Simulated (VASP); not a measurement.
# Hf2Si (I4/mcm) in VASP: single point with r2SCAN

Aim: the single point of Hf2Si with r2SCAN.

All numbers are computed with VASP 6.6.1; they aren't measurements. Logs are shortened: lines on timing, memory, paths and dates and some standing lists are left out, and cuts for length are marked.

## (1) The cell of the first run

Symmetry: I4/mcm, No. 140, tetragonal system. Conventional cell: a = 6.925 Å, b = 6.925 Å, c = 4.637 Å, α = 90.00°, β = 90.00°, γ = 90.00°. Hf (site symmetry m2m) has 4 Si at 2.86 Å and 11 Hf at 2.95 to 3.70 Å within 3.8 Å. Within 3.1 Å of Si (site symmetry 422) lie 2 Si at 2.32 Å and 8 Hf at 2.86 Å.

## (2) Single point, r2SCAN

Contents of POSCAR:

```
Hf2Si
1.0
   -3.4623812748      3.4623812748      2.3185044435
    3.4623812748     -3.4623812748      2.3185044435
    3.4623812748      3.4623812748     -2.3185044435
Hf Si
4 2
Direct
    0.8434478117      0.6565521883      0.5000000000
    0.3434478117      0.8434478117      0.1868956234
    0.1565521883      0.3434478117      0.5000000000
    0.6565521883      0.1565521883      0.8131043766
    0.7500000000      0.7500000000      0.0000000000
    0.2500000000      0.2500000000      0.0000000000
```

Contents of INCAR.step1:

```
SYSTEM = Hf2Si
ALGO = Normal
EDIFF = 1E-4
ENCUT = 520
GGA = PE
ISMEAR = 0
KPAR = 4
LASPH = .TRUE.
LCHARG = .FALSE.
LREAL = .FALSE.
LWAVE = .TRUE.
NBANDS = 33
NELM = 80
PREC = Accurate
SIGMA = 0.15
```

Contents of INCAR.step2:

```
SYSTEM = Hf2Si
ALGO = Normal
EDIFF = 1E-7
ENCUT = 520
ISIF = 2
ISMEAR = 0
ISTART = 1
KPAR = 4
LASPH = .TRUE.
LCHARG = .FALSE.
LMIXTAU = .TRUE.
LREAL = .FALSE.
LWAVE = .FALSE.
METAGGA = R2SCAN
NBANDS = 33
NELM = 80
PREC = Accurate
SIGMA = 0.15
```

Contents of KPOINTS:

```
k-points
0
G
  14 14 14
  0 0 0
```

Potentials or basis: VASP PAW PBE potentials, release 64 (Hf_pv, Si).

Command:

```
$ cat potpaw_PBE.64/Hf_pv/POTCAR potpaw_PBE.64/Si/POTCAR > POTCAR
$ cp INCAR.step1 INCAR
$ mpirun -np 4 vasp_std > vasp.out
$ cp INCAR.step2 INCAR
$ mpirun -np 4 vasp_std > vasp.out
```

OUTCAR:

```text
SYSTEM = Hf2Si
   EDIFF = 1E-7
   ENCUT = 520
   ISIF = 2
   ISMEAR = 0
   ISTART = 1
   LASPH = .TRUE.
   LREAL = .FALSE.
   METAGGA = R2SCAN
   NELM = 80
   PREC = Accurate

 ion  position               nearest neighbor table
   1  0.843  0.657  0.500-   6 2.86   5 2.86   5 2.86   6 2.86   3 2.95   3 2.95   3 3.07   4 3.17
                             2 3.17   4 3.17   2 3.17   4 3.70   2 3.70   2 3.70   4 3.70
   2  0.343  0.843  0.187-   5 2.86   6 2.86   6 2.86   5 2.86   4 2.95   4 2.95   4 3.07   1 3.17
                             3 3.17   3 3.17   1 3.17   1 3.70   3 3.70   1 3.70   3 3.70
   3  0.157  0.343  0.500-   5 2.86   6 2.86   6 2.86   5 2.86   1 2.95   1 2.95   1 3.07   4 3.17
                             2 3.17   4 3.17   2 3.17   4 3.70   2 3.70   4 3.70   2 3.70
   4  0.657  0.157  0.813-   5 2.86   6 2.86   6 2.86   5 2.86   2 2.95   2 2.95   2 3.07   1 3.17
                             3 3.17   3 3.17   1 3.17   1 3.70   3 3.70   1 3.70   3 3.70
   5  0.750  0.750  0.000-   6 2.32   6 2.32   2 2.86   4 2.86   4 2.86   2 2.86   1 2.86   1 2.86
                             3 2.86   3 2.86
   6  0.250  0.250  0.000-   5 2.32   5 2.32   2 2.86   4 2.86   4 2.86   2 2.86   3 2.86   1 2.86
                             1 2.86   3 2.86

  LATTYP: Found a body centered tetragonal cell.
 ALAT       =     6.9247625496
 C/A-ratio  =     0.6696271322

  Lattice vectors:

 A1 = (  -3.4623812748,   3.4623812748,   2.3185044435)
 A2 = (   3.4623812748,  -3.4623812748,   2.3185044435)
 A3 = (   3.4623812748,   3.4623812748,  -2.3185044435)

Analysis of symmetry for initial positions (statically):
=====================================================================
 Subroutine PRICEL returns:
 Original cell was already a primitive cell.

 Routine SETGRP: Setting up the symmetry group for a
 body centered tetragonal supercell.

 Subroutine GETGRP returns: Found 16 space group operations
 (whereof  8 operations were pure point group operations)
 out of a pool of 16 trial point group operations.

The static configuration has the point symmetry C_4h.
 The point group associated with its full space group is D_4h.

Analysis of symmetry for dynamics (positions and initial velocities):
=====================================================================
 Subroutine PRICEL returns:
 Original cell was already a primitive cell.

 Routine SETGRP: Setting up the symmetry group for a
 body centered tetragonal supercell.

 Subroutine GETGRP returns: Found 16 space group operations
 (whereof  8 operations were pure point group operations)
 out of a pool of 16 trial point group operations.

The dynamic configuration has the point symmetry C_4h.
 The point group associated with its full space group is D_4h.

 Subroutine INISYM returns: Found 16 space group operations
 (whereof  8 operations are pure point group operations),
 and found     1 'primitive' translations

----------------------------------------------------------------------------------------

                                     Primitive cell

  volume of cell :     111.1777

  direct lattice vectors                    reciprocal lattice vectors
    -3.462381275  3.462381275  2.318504444     0.000000000  0.144409284  0.215656261
     3.462381275 -3.462381275  2.318504444     0.144409284  0.000000000  0.215656261
     3.462381275  3.462381275 -2.318504444     0.144409284  0.144409284  0.000000000

  length of vectors
     5.417714559  5.417714559  5.417714559     0.259541257  0.259541257  0.204225568

  position of ions in fractional coordinates (direct lattice)
     0.843447812  0.656552188  0.500000000
     0.343447812  0.843447812  0.186895623
     0.156552188  0.343447812  0.500000000
     0.656552188  0.156552188  0.813104377
     0.750000000  0.750000000  0.000000000
     0.250000000  0.250000000  0.000000000

  ion indices of the primitive-cell ions
   primitive index   ion index
                 1           1
                 2           2
                 3           3
                 4           4
                 5           5
                 6           6

----------------------------------------------------------------------------------------

 KPOINTS: k-points

Automatic generation of k-mesh.
 Grid dimensions read from file:
 generate k-points for:   14   14   14

 Generating k-lattice:

  Cartesian coordinates                     Fractional coordinates (reciprocal lattice)
     0.000000000  0.010314949  0.015404019     0.071428571  0.000000000  0.000000000
     0.010314949  0.000000000  0.015404019     0.000000000  0.071428571  0.000000000
     0.010314949  0.010314949  0.000000000     0.000000000  0.000000000  0.071428571

  Length of vectors
     0.018538661  0.018538661  0.014587541

  Shift w.r.t. Gamma in fractional coordinates (k-lattice)
     0.000000000  0.000000000  0.000000000

 Subroutine IBZKPT returns following result:
 ===========================================

 Found    244 irreducible k-points:

 Following reciprocal coordinates:
            Coordinates               Weight
  0.000000  0.000000  0.000000      1.000000
  0.071429 -0.000000  0.000000      8.000000
  0.142857 -0.000000  0.000000      8.000000
  0.214286 -0.000000  0.000000      8.000000
  0.285714 -0.000000  0.000000      8.000000
  0.357143 -0.000000  0.000000      8.000000
[... 16 lines left out ...]
  0.214286  0.142857  0.000000     16.000000
  0.285714  0.142857  0.000000     16.000000
 [... further k-points ...]
   k-points           NKPTS =    244   k-points in BZ     NKDIM =    244   number of bands    NBANDS=     33
   number of dos      NEDOS =    301   number of ions     NIONS =      6
   total plane-waves  NPLWV =  64000
   dimension x,y,z NGX =    40 NGY =   40 NGZ =   40
   dimension x,y,z NGXF=    80 NGYF=   80 NGZF=   80
   ions per type =               4   2
   NGX,Y,Z   is equivalent  to a cutoff of  12.27, 12.27, 12.27 a.u.
   NGXF,Y,Z  is equivalent  to a cutoff of  24.55, 24.55, 24.55 a.u.
 SYSTEM =  Hf2Si
   PREC   = accura    normal or accurate (medium, high low for compatibility)
   ISTART =      1    job   : 0-new  1-cont  2-samecut
   ICHARG =      0    charge: 1-file 2-atom 10-const
   ISPIN  =      1    spin polarized calculation?
   LNONCOLLINEAR =      F non collinear calculations
   LSORBIT =      F    spin-orbit coupling
   LASPH  =      T    aspherical Exc in radial PAW
   ENCUT  =  520.0 eV  38.22 Ry    6.18 a.u.  10.07 10.07 10.07*2*pi/ulx,y,z
   NELM   =     80;   NELMIN=  2; NELMDL=  0     # of ELM steps
   EDIFF  = 0.1E-06   stopping-criterion for ELM
   LREAL  =      F    real-space projection
   EDIFFG = 0.1E-05   stopping-criterion for IOM
   NSW    =      0    number of steps for IOM
   IBRION =     -1    ionic relax: 0-MD 1-quasi-New 2-CG
   NFREE  =      0    steps in history (QN), initial steepest desc. (CG)
   ISIF   =      2    stress and relaxation
   ISYM   =      2    0-nonsym 1-usesym 2-fastsym
   POTIM  = 0.5000    time-step for ionic-motion
   TEBEG  =    0.0;   TEEND  =   0.0 temperature during run
   PSTRESS=    0.0 pullay stress
   NELECT =      48.0000    total number of electrons
   NUPDOWN=      -1.0000    fix difference up-down
   EMIN   =  10.00;   EMAX   =-10.00  energy-range for DOS
   EFERMI =   0.00;   METHOD = LEGACY
   ISMEAR =     0;   SIGMA  =   0.15  broadening in eV -4-tet -1-fermi 0-gaus
   EFERMI_NEDOS =   21; number of points for ismear=-14 and -15
   IALGO  =     38    algorithm
   IMIX   =      4    mixing-type and parameters
     AMIX     =   0.40;   BMIX     =  1.00
     AMIX_MAG =   1.60;   BMIX_MAG =  1.00
  volume/ion in A,a.u.               =      18.53       125.04
  Fermi-wavevector in a.u.,A,eV,Ry     =   1.237322  2.338199 20.830048  1.530965
  Thomas-Fermi vector in A             =   2.371894
   LORBIT       =      0    0 simple, 1 ext, 2 COOP (PROOUT), +10 PAW based schemes
   METAGGA = R2SCAN    functional components
   LHFCALC =     F    Hartree Fock is set to
   AEXX    =    0.0000 exact exchange contribution
   IVDW    =     0    specifies the selected vdW correction
   LEPSILON=     F    determine dielectric tensor
   LRPA    =     F    only Hartree local field effects (RPA)
 non-spin polarized calculation
 Gauss-broadening in eV      SIGMA  =   0.15
  energy-cutoff  :      520.00
  volume of cell :      111.18
 maximum number of plane-waves:      3024
   NGX = 21   NGY = 21   NGZ = 21

 number of electron      48.0000001 magnetization

 Free energy of the ion-electron system (eV)
  ---------------------------------------------------
  ext. energy  EPLUGINS =         0.00000000
  ---------------------------------------------------
  free energy    TOTEN  =      -201.54029743 eV

  energy without entropy =     -201.51808940  energy(sigma->0) =     -201.52919342

 E-fermi :   6.2956     XC(G=0): -12.3881

 val. band max:        6.2929283060   @ k =  -0.3571   0.3571   0.0000
 cond. band min:       6.2960243690   @ k =  -0.0714   0.5000   0.0714
 fundamental gap:      0.0030960631
 Fermi energy:         6.2956088389

 k-point     1 :       0.0000    0.0000    0.0000
  band No.  band energies     occupation
      1     -25.5382      2.00000
      2     -25.4094      2.00000
      3     -25.4094      2.00000
      4     -25.3994      2.00000
      5     -25.3884      2.00000
      6     -25.3884      2.00000
[... 25 lines left out ...]
     32       9.6035      0.00000
     33      10.1513      0.00000

 k-point     2 :       0.0714   -0.0000    0.0000
  band No.  band energies     occupation
      1     -25.5325      2.00000
      2     -25.4480      2.00000
      3     -25.4424      2.00000
      4     -25.4246      2.00000
      5     -25.3505      2.00000
      6     -25.3500      2.00000
[... 25 lines left out ...]
     32       9.9197      0.00000
     33      10.1387      0.00000
[... 754 lines left out ...]
     32      10.0231      0.00000
     33      10.5518      0.00000

 k-point    24 :       0.2857    0.1429    0.0000
  band No.  band energies     occupation
      1     -25.6333      2.00000
      2     -25.5687      2.00000
      3     -25.5018      2.00000
      4     -25.3126      2.00000
      5     -25.2812      2.00000
      6     -25.2763      2.00000
[... 25 lines left out ...]
     32       9.7995      0.00000
     33      10.2284      0.00000

 [... further k-points ...]

------------------------ aborting loop because EDIFF is reached ----------------------------------------

  FORCE on cell =-STRESS in cart. coord.  units (eV):
  Direction    XX          YY          ZZ          XY          YZ          ZX
  --------------------------------------------------------------------------------------
  -------------------------------------------------------------------------------------
  Total       -7.1943595     -7.1943595     18.3825356      0.0000000      0.0000000      0.0000000
  in kB     -103.6776179   -103.6776179    264.9099638      0.0000000      0.0000000      0.0000000
  external PRESSURE =      19.1849093 kB  Pullay stress =       0.0000000 kB

 VOLUME and BASIS-vectors are now :
 -----------------------------------------------------------------------------
  energy-cutoff  :      520.00
  volume of cell :      111.18
      direct lattice vectors                 reciprocal lattice vectors
    -3.462381275  3.462381275  2.318504444     0.000000000  0.144409284  0.215656261
     3.462381275 -3.462381275  2.318504444     0.144409284  0.000000000  0.215656261
     3.462381275  3.462381275 -2.318504444     0.144409284  0.144409284  0.000000000

 POSITION                                       TOTAL-FORCE (eV/Angst)
 -----------------------------------------------------------------------------------
      1.08409      2.37829      2.31850        -0.284518      0.284518     -0.000000
      2.37829     -1.08409      2.31850         0.284518      0.284518      0.000000
      2.37829      1.08409      0.00000         0.284518     -0.284518     -0.000000
      1.08409      4.54647     -0.00000        -0.284518     -0.284518     -0.000000
      0.00000      0.00000      3.47776        -0.000000      0.000000     -0.000000
      0.00000      0.00000      1.15925        -0.000000     -0.000000     -0.000000
 -----------------------------------------------------------------------------------
    total drift:                                0.000000     -0.000000     -0.000000

  FREE ENERGIE OF THE ION-ELECTRON SYSTEM (eV)
  ---------------------------------------------------
  free  energy   TOTEN  =      -201.5402974311 eV

  energy  without entropy=     -201.5180894039  energy(sigma->0) =     -201.52919342
```

It took 29 min on 4 MPI ranks of Oxide Virtual Turin-like, shared host; peak memory 0.76 GiB.

What came out:

```
Free energy            : -201.5403 eV
Pressure               : 1.9 GPa
Largest force          : 0.402 eV/Å
Band gap on the k mesh : zero (bands 24 and 25 overlap by 0.90 eV)
```

Forces on the atoms (eV/Å):
```
Hf  -0.285  0.285  0.000
Hf   0.285  0.285  0.000
Hf   0.285 -0.285  0.000
Hf  -0.285 -0.285  0.000
Si   0.000  0.000  0.000
Si   0.000  0.000  0.000
```

Stress tensor (GPa, compression positive):
```
-10.37   0.00   0.00
  0.00 -10.37   0.00
  0.00   0.00  26.49
```

Caveat: the stress differs along the axes, from -10 to 26 GPa; the PAW data sets were made with another functional, which shifts forces and pressure a little; spin-orbit coupling is left out, which moves the levels of the heavy elements.
